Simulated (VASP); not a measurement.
A run of VASP 6.6.1:

Contents of INCAR:

```
ALGO     = Normal         # electronic algorithm
EDIFF    = 1E-6           # SCF threshold, eV
ENCUT    = 520            # plane-wave cutoff, eV
GGA      = PE             # functional
ISIF     = 2              # what is computed and relaxed
ISMEAR   = 0              # smearing method
LASPH    = T              # aspherical terms in the spheres
LCHARG   = F              # write CHGCAR
LREAL    = F              # projectors in reciprocal space
LWAVE    = F              # write WAVECAR
NBANDS   = 22             # bands
NELM     = 100            # most SCF steps
PREC     = Accurate       # precision mode
SIGMA    = 0.1            # smearing width, eV
```

File KPOINTS:

```
k-points
0
Gamma
  6 6 4
```

POSCAR

```
ScGaS
1.0
    3.5069621700      0.0000000000      0.0000000000
    0.0000000000      3.5069621700      0.0000000000
    0.0000000000      0.0000000000      4.9707813900
Sc Ga S
1 1 1
Direct
    0.5000000000      0.5000000000      0.5000000000
    0.5000000000      0.5000000000      0.0000000000
    0.0000000000      0.0000000000      0.0000000000
```

Potentials or basis: VASP PAW PBE potentials, release 64 (Sc_sv, Ga_d, S).

Command:

```sh
$ cat potpaw_PBE.64/Sc_sv/POTCAR potpaw_PBE.64/Ga_d/POTCAR potpaw_PBE.64/S/POTCAR > POTCAR
$ mpirun -np 1 vasp_std > vasp.out
```

Hardware: 1 thread of Intel(R) Xeon(R) Platinum 8259CL CPU @ 2.50GHz (Skylake/Cascade Lake), on a shared host.

Q: How long does it take, and how much memory?

A: Run time: 33 s on 1 thread of Intel(R) Xeon(R) Platinum 8259CL CPU @ 2.50GHz (Skylake/Cascade Lake), with other jobs on the host, peak memory 0.2 GiB. Counts: scf iterations 14, k points 30.
